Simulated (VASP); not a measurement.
Write the native input for VASP 6.6.1 that does the following.

```
Task                   : single point
Functional             : PBE
Potentials or basis    : VASP PAW PBE potentials, release 64 (Co_sv, O)
Cutoff                 : 600 eV
k mesh                 : 10 × 10 × 10
Occupations            : gaussian, width 0.05 eV
Spin                   : collinear spin, ferromagnetic start
Starting moments       : [3.0, 0.0] μB
Hubbard terms          : Co d U = 3.3 eV
Dipole correction      : no
Second run             : valence_matched
Further INCAR settings : ALGO = Normal; EDIFF = 1e-06; NBANDS = 22
```

The structure of CoO lies in POSCAR:

```
CoO
1.0
    0.0000000000      2.1315016559      2.1315016559
    2.1315016559      0.0000000000      2.1315016559
    2.1315016559      2.1315016559      0.0000000000
Co O
1 1
Direct
    0.0000000000      0.0000000000      0.0000000000
    0.5000000000      0.5000000000      0.5000000000
```

The input as run:

INCAR

```
ALGO = Normal
EDIFF = 1E-6
ENCUT = 600
GGA = PE
GGA_COMPAT = False
ISIF = 2
ISMEAR = 0
ISPIN = 2
LASPH = True
LCHARG = True
LDAU = True
LDAUJ = 0 0
LDAUL = 2 -1
LDAUPRINT = 1
LDAUTYPE = 2
LDAUU = 3.3 0
LELF = True
LMAXMIX = 4
LORBIT = 11
LREAL = False
LVHAR = True
LWAVE = False
MAGMOM = 3 0
NBANDS = 22
NELM = 200
PREC = Accurate
SIGMA = 0.05
```

KPOINTS

```
k-points
0
Gamma
  10 10 10
```

Potentials or basis: VASP PAW PBE potentials, release 64 (Co_sv, O).

Run with:

```console
$ cat potpaw_PBE.64/Co_sv/POTCAR potpaw_PBE.64/O/POTCAR > POTCAR
$ mpirun -np 1 vasp_std > vasp.out
```

Results of the run:

| Item | Value |
| --- | --- |
| Pressure | -2.6 GPa |
| Band gap on the k mesh | zero (filled and empty bands overlap) |
| Net moment | 3.00 μB per cell |
| Site moments | Co +2.69; O +0.25 μB |
| Valence electrons inside the program's atomic spheres | Co 14.88; O 5.00 |

Caveat: a cell with one magnetic atom can't hold antiferromagnetic order, which such compounds often take.

Wall time 24 s on 1 thread of Intel(R) Xeon(R) Platinum 8488C (Sapphire Rapids), with other jobs on the host, peak memory 0.16 GiB.
